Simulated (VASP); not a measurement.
Write the native input for VASP 6.6.1 that does the following.

- Task: electric field gradients
- Functional: r2SCAN
- Potentials or basis: VASP PAW PBE potentials, release 64 (N)
- Cutoff: 520 eV
- k mesh: 5 × 5 × 5
- Occupations: fermi-dirac, width 0.05 eV
- Spin: no spin polarisation
- Dipole correction: no
- Further INCAR settings: LREAL = Auto; ALGO = Normal; EDIFF = 1e-08; NBANDS = 54

The system is N.

```
N
1.0
     4.93087    2.84684    4.40249
    -4.93087    2.84684    4.40249
     0.00000   -5.69368    4.40249
N
16
Direct
  0.55861 0.04238 0.72083
  0.95762 0.27917 0.44139
  0.72083 0.55861 0.04238
  0.95814 0.95814 0.95814
  0.54238 0.05861 0.22083
  0.77917 0.45762 0.94139
  0.27917 0.44139 0.95762
  0.04186 0.04186 0.04186
  0.45762 0.94139 0.77917
  0.54186 0.54186 0.54186
  0.44139 0.95762 0.27917
  0.45814 0.45814 0.45814
  0.04238 0.72083 0.55861
  0.94139 0.77917 0.45762
  0.22083 0.54238 0.05861
  0.05861 0.22083 0.54238
```

The input as run:

POSCAR

```
N
1.0
    4.9308690349      2.8468385646      4.4024911852
   -4.9308690349      2.8468385646      4.4024911852
    0.0000000000     -5.6936771292      4.4024911852
N
16
Direct
    0.5586118100      0.0423832500      0.7208305700
    0.9576167500      0.2791694300      0.4413881900
    0.7208305700      0.5586118100      0.0423832500
    0.9581408800      0.9581408800      0.9581408800
    0.5423832500      0.0586118100      0.2208305700
    0.7791694300      0.4576167500      0.9413881900
    0.2791694300      0.4413881900      0.9576167500
    0.0418591200      0.0418591200      0.0418591200
    0.4576167500      0.9413881900      0.7791694300
    0.5418591200      0.5418591200      0.5418591200
    0.4413881900      0.9576167500      0.2791694300
    0.4581408800      0.4581408800      0.4581408800
    0.0423832500      0.7208305700      0.5586118100
    0.9413881900      0.7791694300      0.4576167500
    0.2208305700      0.5423832500      0.0586118100
    0.0586118100      0.2208305700      0.5423832500
```

INCAR.step1

```
PREC = Accurate ; ENCUT = 520
ISMEAR = -1 ; SIGMA = 0.05
LREAL = Auto ; LASPH = True
NELM = 100 ; NBANDS = 54
GGA = PE ; ALGO = Normal
EDIFF = 1E-4 ; LWAVE = True
LCHARG = False
```

INCAR.step2

```
PREC = Accurate ; ENCUT = 520
EDIFF = 1E-8 ; ISMEAR = -1
SIGMA = 0.05 ; LREAL = Auto
LASPH = True ; NELM = 100
ALGO = Normal ; ISIF = 2
LWAVE = False ; LCHARG = False
METAGGA = R2SCAN ; LMIXTAU = True
LEFG = True ; NBANDS = 54
ISTART = 1
```

KPOINTS

```
Automatic mesh
0
Gamma
  5 5 5
```

Potentials or basis: VASP PAW PBE potentials, release 64 (N).

Launch:

```console
$ cat potpaw_PBE.64/N/POTCAR > POTCAR
$ cp INCAR.step1 INCAR
$ mpirun -np 1 vasp_std > vasp.out
$ cp INCAR.step2 INCAR
$ mpirun -np 1 vasp_std > vasp.out
```

Results of the run:

* Pressure: -0.1 GPa
* Largest force: 0.167 eV/Å
* Band gap on the k mesh: 8.01 eV, indirect (least direct gap 8.06 eV)

Caveat: the standard files for N, O and F lose accuracy on very short bonds; without QUAD_EFG the Cq values of the log hold for a quadrupole moment of 1 mb, not for the nuclei; the PAW data sets were made with another functional, which shifts forces and pressure a little.

It took 68 min on 1 thread of Intel(R) Xeon(R) Platinum 8259CL CPU @ 2.50GHz (Skylake/Cascade Lake) (shared host), peak memory 0.54 GiB.
